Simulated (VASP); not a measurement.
# AlN (P6_3mc) in VASP: a series of runs

Aim: see how the results for AlN move with the level of theory and the settings. Levels: PBEsol, LDA. Tasks: single point.

Program: VASP 6.6.1. These are calculated values, not measurements. Logs are shortened: lines on timing, memory, paths and dates and some standing lists are left out, and cuts for length are marked.

## (1) The cell of the first run

Symmetry: P6_3mc, No. 186, hexagonal system. The conventional cell has a = 3.049 Å, b = 3.049 Å, c = 4.879 Å, α = 90.00°, β = 90.00°, γ = 120.00°. Within 2.5 Å of Al (site symmetry 3m) lie 4 N at 1.85 to 1.86 Å. N (site symmetry 3m) has 4 Al at 1.85 to 1.86 Å within 2.5 Å.

## (2) Single point, PBEsol (volume scaled by 0.94)

INCAR reads:

```
ALGO = Normal
EDIFF = 1E-6
ENCUT = 520
GGA = PS
ISIF = 2
ISMEAR = -1
LASPH = True
LCHARG = True
LELF = True
LREAL = False
LVHAR = True
LWAVE = False
NBANDS = 16
NELM = 80
PREC = Accurate
SIGMA = 0.05
```

KPOINTS reads:

```
k-points
0
Gamma
  10 10 6
```

POSCAR reads:

```
AlN
1.0
    3.0494515564      0.0000000000      0.0000000000
   -1.5247257782      2.6409025155      0.0000000000
    0.0000000000      0.0000000000      4.8793184075
Al N
2 2
Direct
    0.6666666667      0.3333333333      0.5000000000
    0.3333333333      0.6666666667      0.0000000000
    0.6666666667      0.3333333333      0.8800000000
    0.3333333333      0.6666666667      0.3800000000
```

Potentials or basis: VASP PAW PBE potentials, release 64 (Al, N).

The run is started by

```console
$ cat potpaw_PBE.64/Al/POTCAR potpaw_PBE.64/N/POTCAR > POTCAR
$ mpirun -np 1 vasp_std > vasp.out
```

OUTCAR:

```text
EDIFF = 1E-6
   ENCUT = 520
   GGA = PS
   ISIF = 2
   ISMEAR = -1
   LASPH = True
   LREAL = False
   NELM = 80
   PREC = Accurate

 ion  position               nearest neighbor table
   1  0.667  0.333  0.500-   3 1.85   4 1.86   4 1.86   4 1.86   2 3.01   2 3.01   2 3.01   2 3.01
                             2 3.01   2 3.01
   2  0.333  0.667  0.000-   4 1.85   3 1.86   3 1.86   3 1.86   1 3.01   1 3.01   1 3.01   1 3.01
                             1 3.01   1 3.01
   3  0.667  0.333  0.880-   1 1.85   2 1.86   2 1.86   2 1.86
   4  0.333  0.667  0.380-   2 1.85   1 1.86   1 1.86   1 1.86

  LATTYP: Found a hexagonal cell.
 ALAT       =     3.0494515564
 C/A-ratio  =     1.6000642467

  Lattice vectors:

 A1 = (   3.0494515564,   0.0000000000,   0.0000000000)
 A2 = (  -1.5247257782,   2.6409025155,   0.0000000000)
 A3 = (   0.0000000000,   0.0000000000,   4.8793184075)

Analysis of symmetry for initial positions (statically):
=====================================================================
 Subroutine PRICEL returns:
 Original cell was already a primitive cell.

 Routine SETGRP: Setting up the symmetry group for a
 hexagonal supercell.

 Subroutine GETGRP returns: Found 12 space group operations
 (whereof  6 operations were pure point group operations)
 out of a pool of 24 trial point group operations.

The static configuration has the point symmetry C_3v.
 The point group associated with its full space group is C_6v.

Analysis of symmetry for dynamics (positions and initial velocities):
=====================================================================
 Subroutine PRICEL returns:
 Original cell was already a primitive cell.

 Routine SETGRP: Setting up the symmetry group for a
 hexagonal supercell.

 Subroutine GETGRP returns: Found 12 space group operations
 (whereof  6 operations were pure point group operations)
 out of a pool of 24 trial point group operations.

The dynamic configuration has the point symmetry C_3v.
 The point group associated with its full space group is C_6v.

 Subroutine INISYM returns: Found 12 space group operations
 (whereof  6 operations are pure point group operations),
 and found     1 'primitive' translations

----------------------------------------------------------------------------------------

                                     Primitive cell

  volume of cell :      39.2946

  direct lattice vectors                    reciprocal lattice vectors
     3.049451556  0.000000000  0.000000000     0.327927820  0.189329215  0.000000000
    -1.524725778  2.640902516  0.000000000     0.000000000  0.378658430  0.000000000
     0.000000000  0.000000000  4.879318407     0.000000000  0.000000000  0.204946658

  length of vectors
     3.049451556  3.049451556  4.879318407     0.378658430  0.378658430  0.204946658

  position of ions in fractional coordinates (direct lattice)
     0.666666667  0.333333333  0.500000000
     0.333333333  0.666666667  0.000000000
     0.666666667  0.333333333  0.880000000
     0.333333333  0.666666667  0.380000000

  ion indices of the primitive-cell ions
   primitive index   ion index
                 1           1
                 2           2
                 3           3
                 4           4

----------------------------------------------------------------------------------------

 KPOINTS: k-points

Automatic generation of k-mesh.
 Grid dimensions read from file:
 generate k-points for:   10   10    6

 Generating k-lattice:

  Cartesian coordinates                     Fractional coordinates (reciprocal lattice)
     0.032792782  0.018932921  0.000000000     0.100000000 -0.000000000  0.000000000
     0.000000000  0.037865843  0.000000000     0.000000000  0.100000000  0.000000000
     0.000000000  0.000000000  0.034157776     0.000000000  0.000000000  0.166666667

  Length of vectors
     0.037865843  0.037865843  0.034157776

  Shift w.r.t. Gamma in fractional coordinates (k-lattice)
     0.000000000  0.000000000  0.000000000

 Subroutine IBZKPT returns following result:
 ===========================================

 Found     56 irreducible k-points:

 Following reciprocal coordinates:
            Coordinates               Weight
  0.000000  0.000000  0.000000      1.000000
  0.100000 -0.000000  0.000000      6.000000
  0.200000 -0.000000  0.000000      6.000000
  0.300000 -0.000000  0.000000      6.000000
  0.400000 -0.000000  0.000000      6.000000
  0.500000 -0.000000  0.000000      3.000000
[... 16 lines left out ...]
  0.300000  0.100000  0.166667     24.000000
  0.400000  0.100000  0.166667     24.000000
 [... further k-points ...]
   k-points           NKPTS =     56   k-points in BZ     NKDIM =     56   number of bands    NBANDS=     16
   number of dos      NEDOS =    301   number of ions     NIONS =      4
   total plane-waves  NPLWV =  20736
   dimension x,y,z NGX =    24 NGY =   24 NGZ =   36
   dimension x,y,z NGXF=    48 NGYF=   48 NGZF=   72
   ions per type =               2   2
   NGX,Y,Z   is equivalent  to a cutoff of  13.08, 13.08, 12.27 a.u.
   NGXF,Y,Z  is equivalent  to a cutoff of  26.17, 26.17, 24.53 a.u.
 SYSTEM =  unknown system
   PREC   = accura    normal or accurate (medium, high low for compatibility)
   ISTART =      0    job   : 0-new  1-cont  2-samecut
   ICHARG =      2    charge: 1-file 2-atom 10-const
   ISPIN  =      1    spin polarized calculation?
   LNONCOLLINEAR =      F non collinear calculations
   LSORBIT =      F    spin-orbit coupling
   LASPH  =      T    aspherical Exc in radial PAW
   ENCUT  =  520.0 eV  38.22 Ry    6.18 a.u.   5.67  5.67  9.07*2*pi/ulx,y,z
   NELM   =     80;   NELMIN=  2; NELMDL= -5     # of ELM steps
   EDIFF  = 0.1E-05   stopping-criterion for ELM
   LREAL  =      F    real-space projection
   EDIFFG = 0.1E-04   stopping-criterion for IOM
   NSW    =      0    number of steps for IOM
   IBRION =     -1    ionic relax: 0-MD 1-quasi-New 2-CG
   NFREE  =      0    steps in history (QN), initial steepest desc. (CG)
   ISIF   =      2    stress and relaxation
   ISYM   =      2    0-nonsym 1-usesym 2-fastsym
   POTIM  = 0.5000    time-step for ionic-motion
   TEBEG  =    0.0;   TEEND  =   0.0 temperature during run
   PSTRESS=    0.0 pullay stress
   NELECT =      16.0000    total number of electrons
   NUPDOWN=      -1.0000    fix difference up-down
   EMIN   =  10.00;   EMAX   =-10.00  energy-range for DOS
   EFERMI =   0.00;   METHOD = LEGACY
   ISMEAR =    -1;   SIGMA  =   0.05  broadening in eV -4-tet -1-fermi 0-gaus
   EFERMI_NEDOS =   21; number of points for ismear=-14 and -15
   IALGO  =     38    algorithm
   IMIX   =      4    mixing-type and parameters
     AMIX     =   0.40;   BMIX     =  1.00
     AMIX_MAG =   1.60;   BMIX_MAG =  1.00
  volume/ion in A,a.u.               =       9.82        66.29
  Fermi-wavevector in a.u.,A,eV,Ry     =   1.213399  2.292992 20.032372  1.472338
  Thomas-Fermi vector in A             =   2.348853
   LORBIT       =      0    0 simple, 1 ext, 2 COOP (PROOUT), +10 PAW based schemes
   GGA     = PS    functional components
   LHFCALC =     F    Hartree Fock is set to
   AEXX    =    0.0000 exact exchange contribution
   IVDW    =     0    specifies the selected vdW correction
   LEPSILON=     F    determine dielectric tensor
   LRPA    =     F    only Hartree local field effects (RPA)
 non-spin polarized calculation
  energy-cutoff  :      520.00
  volume of cell :       39.29
 maximum number of plane-waves:      1087
 NGX is ok and might be reduce to    24
   NGX = 11   NGY = 11   NGZ = 19

 number of electron      15.9999998 magnetization

 Free energy of the ion-electron system (eV)
  ---------------------------------------------------
  ext. energy  EPLUGINS =         0.00000000
  ---------------------------------------------------
  free energy    TOTEN  =       -31.20037730 eV

  energy without entropy =      -31.20037730  energy(sigma->0) =      -31.20037730

 E-fermi :   7.6200     XC(G=0): -11.3769

 val. band max:        6.6408464165   @ k =   0.0000   0.0000   0.0000
 cond. band min:      11.3403893416   @ k =   0.0000   0.0000   0.0000
 fundamental gap:      4.6995429251
 Fermi energy:         7.6200183490

 k-point     1 :       0.0000    0.0000    0.0000
  band No.  band energies     occupation
      1      -8.8798      2.00000
      2      -6.4949      2.00000
      3       0.3210      2.00000
      4       5.7778      2.00000
      5       5.7778      2.00000
      6       6.4456      2.00000
[... 8 lines left out ...]
     15      20.3150      0.00000
     16      20.3150      0.00000

 k-point     2 :       0.1000   -0.0000    0.0000
  band No.  band energies     occupation
      1      -8.7418      2.00000
      2      -6.4158      2.00000
      3       0.4808      2.00000
      4       5.1692      2.00000
      5       5.6020      2.00000
      6       5.8769      2.00000
[... 8 lines left out ...]
     15      20.2057      0.00000
     16      20.2942      0.00000

 k-point     3 :       0.2000   -0.0000    0.0000
  band No.  band energies     occupation
      1      -8.3444      2.00000
      2      -6.2094      2.00000
      3       0.9484      2.00000
      4       3.7938      2.00000
      5       4.7391      2.00000
      6       5.2249      2.00000
[... 8 lines left out ...]
     15      19.4484      0.00000
     16      19.6569      0.00000

 k-point     4 :       0.3000   -0.0000    0.0000
  band No.  band energies     occupation
      1      -7.7454      2.00000
      2      -5.9750      2.00000
      3       1.6803      2.00000
      4       2.3584      2.00000
      5       3.5703      2.00000
      6       4.8437      2.00000
[... 8 lines left out ...]
     15      19.3292      0.00000
     16      21.0975      0.00000
[... 324 lines left out ...]
 k-point    22 :       0.2000    0.1000    0.1667
  band No.  band energies     occupation
      1      -7.8720      2.00000
      2      -6.2193      2.00000
      3       1.5375      2.00000
      4       3.2195      2.00000
      5       3.7111      2.00000
      6       4.9446      2.00000
[... 8 lines left out ...]
     15      19.6286      0.00000
     16      20.8472      0.00000

 k-point    23 :       0.3000    0.1000    0.1667
  band No.  band energies     occupation
      1      -7.2440      2.00000
      2      -5.9884      2.00000
      3       1.5073      2.00000
      4       2.4254      2.00000
      5       3.1902      2.00000
      6       4.4408      2.00000
[... 8 lines left out ...]
     15      19.6203      0.00000
     16      21.6500      0.00000

 k-point    24 :       0.4000    0.1000    0.1667
  band No.  band energies     occupation
      1      -6.6876      2.00000
      2      -5.9474      2.00000
      3       0.9696      2.00000
      4       2.0716      2.00000
      5       3.4216      2.00000
      6       4.2697      2.00000
[... 8 lines left out ...]
     15      19.7363      0.00000
     16      22.1992      0.00000

 [... further k-points ...]

------------------------ aborting loop because EDIFF is reached ----------------------------------------

  FORCE on cell =-STRESS in cart. coord.  units (eV):
  Direction    XX          YY          ZZ          XY          YZ          ZX
  --------------------------------------------------------------------------------------
  -------------------------------------------------------------------------------------
  Total        3.4428573      3.4428573      3.7077049      0.0000000      0.0000000      0.0000000
  in kB      140.3771229    140.3771229    151.1758679      0.0000000      0.0000000      0.0000000
  external PRESSURE =     143.9767046 kB  Pullay stress =       0.0000000 kB

 VOLUME and BASIS-vectors are now :
 -----------------------------------------------------------------------------
  energy-cutoff  :      520.00
  volume of cell :       39.29
      direct lattice vectors                 reciprocal lattice vectors
     3.049451556  0.000000000  0.000000000     0.327927820  0.189329215  0.000000000
    -1.524725778  2.640902516  0.000000000     0.000000000  0.378658430  0.000000000
     0.000000000  0.000000000  4.879318407     0.000000000  0.000000000  0.204946658

 POSITION                                       TOTAL-FORCE (eV/Angst)
 -----------------------------------------------------------------------------------
      1.52473      0.88030      2.43966        -0.000000     -0.000000     -0.182605
     -0.00000      1.76060      0.00000        -0.000000     -0.000000     -0.182605
      1.52473      0.88030      4.29380         0.000000      0.000000      0.182605
     -0.00000      1.76060      1.85414         0.000000     -0.000000      0.182605
 -----------------------------------------------------------------------------------
    total drift:                                0.000000      0.000000      0.000104

  FREE ENERGIE OF THE ION-ELECTRON SYSTEM (eV)
  ---------------------------------------------------
  free  energy   TOTEN  =       -31.2003772971 eV

  energy  without entropy=      -31.2003772971  energy(sigma->0) =      -31.20037730
```

Run time: 9.9 s. Hardware: 1 thread of Intel Xeon 6975P-C (Granite Rapids), shared host; peak memory 0.16 GiB.

Results:

| Property | Result |
| --- | --- |
| Free energy | -31.2004 eV |
| Pressure | 14.4 GPa |
| Largest force | 0.183 eV/Å |
| Band gap on the k mesh | 4.70 eV, direct |

Forces in eV/Å, atoms in the order of the input:
```
Al   0.000  0.000 -0.183
Al   0.000  0.000 -0.183
N    0.000  0.000  0.183
N    0.000  0.000  0.183
```

Caveat: the PAW data sets were made with another functional, which shifts forces and pressure a little.

## (3) Single point, LDA (volume scaled by 0.96)

INCAR reads:

```
SYSTEM = AlN
  PREC = Accurate
  ENCUT = 520
  EDIFF = 1E-6
  ISMEAR = -1
  SIGMA = 0.05
  LREAL = .False.
  LASPH = .True.
  NELM = 60
  ALGO = Normal
  ISIF = 2
  LWAVE = .False.
  LCHARG = .False.
  NBANDS = 16
```

KPOINTS reads:

```
Automatic mesh
0
Gamma
  10 10 6
  0 0 0
```

POSCAR reads:

```
AlN
1.0
    3.0709272750      0.0000000000      0.0000000000
   -1.5354636375      2.6595010333      0.0000000000
    0.0000000000      0.0000000000      4.9136809369
Al N
2 2
Direct
    0.6666666667      0.3333333333      0.5000000000
    0.3333333333      0.6666666667      0.0000000000
    0.6666666667      0.3333333333      0.8800000000
    0.3333333333      0.6666666667      0.3800000000
```

Potentials or basis: VASP PAW LDA potentials, release 64 (Al, N).

The run is started by

```console
$ cat potpaw_LDA.64/Al/POTCAR potpaw_LDA.64/N/POTCAR > POTCAR
$ mpirun -np 1 vasp_std > vasp.out
```

Wall time 9.8 s (1 thread of Intel Xeon 6975P-C (Granite Rapids), shared host); peak memory 0.15 GiB.

The run converged. Its results:

| Quantity | Value |
| --- | --- |
| Free energy | -32.8277 eV |
| Pressure | 4.6 GPa |
| Largest force | 0.151 eV/Å |
| Band gap on the k mesh | 4.61 eV, direct |

Forces in eV/Å, atoms in the order of the input:
```
Al   0.000  0.000 -0.151
Al   0.000  0.000 -0.151
N    0.000  0.000  0.151
N    0.000  0.000  0.151
```

Stress tensor (GPa, compression positive):
```
4.07 0.00 0.00
0.00 4.07 0.00
0.00 0.00 5.54
```

Levels at points of the mesh, in eV from the valence-band top:
```tsv
k point	band 6	band 7	band 8	band 9	band 10	band 11
(0.00, 0.00, 0.00)	-0.19	-0.19	0.00	4.61	6.91	10.81
(0.50, 0.00, 0.00)	-2.13	-1.86	-0.67	5.77	5.81	8.46
(0.00, 0.00, 0.50)	-0.53	-0.53	-0.53	6.78	6.78	10.49
(0.50, 0.00, 0.50)	-1.49	-1.40	-1.40	5.34	5.34	9.36
```

 A k mesh can miss the band edges.

## (4) Single point, PBEsol (volume scaled by 0.96)

Edit INCAR of step 3 so:

```diff
@@ -12,3 +12,6 @@
   LWAVE = .False.
-  LCHARG = .False.
+  LCHARG = .True.
+  GGA = PS
+  LELF = .True.
+  LVHAR = .True.
   NBANDS = 16
```

KPOINTS is that of step 3.

POSCAR is that of step 3.

Potentials or basis: VASP PAW PBE potentials, release 64 (Al, N).

The run is started by

```console
$ cat potpaw_PBE.64/Al/POTCAR potpaw_PBE.64/N/POTCAR > POTCAR
$ mpirun -np 1 vasp_std > vasp.out
```

It took 11 s on 1 thread of Intel Xeon 6975P-C (Granite Rapids), shared host; peak memory 0.16 GiB.

The run converged. Its results:

* Free energy: -31.2623 eV
* Pressure: 9.2 GPa
* Largest force: 0.165 eV/Å
* Band gap on the k mesh: 4.51 eV, direct

Forces on the atoms (eV/Å):
```
Al   0.000  0.000 -0.165
Al   0.000  0.000 -0.165
N    0.000  0.000  0.165
N    0.000  0.000  0.165
```

Stress tensor (GPa, compression positive):
```
 8.77  0.00  0.00
 0.00  8.77  0.00
 0.00  0.00 10.01
```

Levels at points of the mesh, in eV from the valence-band top:
| k point | band 4 | band 5 | band 6 | band 7 | band 8 | band 9 | band 10 | band 11 | band 12 | band 13 |
| --- | --- | --- | --- | --- | --- | --- | --- | --- | --- | --- |
| (0.00, 0.00, 0.00) | -0.85 | -0.85 | -0.19 | -0.19 | 0.00 | 4.51 | 6.93 | 10.84 | 11.35 | 11.35 |
| (0.50, 0.00, 0.00) | -4.26 | -3.46 | -2.13 | -1.86 | -0.67 | 5.77 | 5.83 | 8.47 | 10.49 | 11.03 |
| (0.00, 0.00, 0.50) | -3.41 | -0.53 | -0.53 | -0.53 | -0.53 | 6.74 | 6.74 | 10.57 | 10.57 | 11.67 |
| (0.50, 0.00, 0.50) | -5.79 | -1.48 | -1.48 | -1.40 | -1.40 | 5.33 | 5.33 | 9.42 | 9.42 | 12.24 |

Caveat: the PAW data sets were made with another functional, which shifts forces and pressure a little.

(Continued in part 2 of 2.)
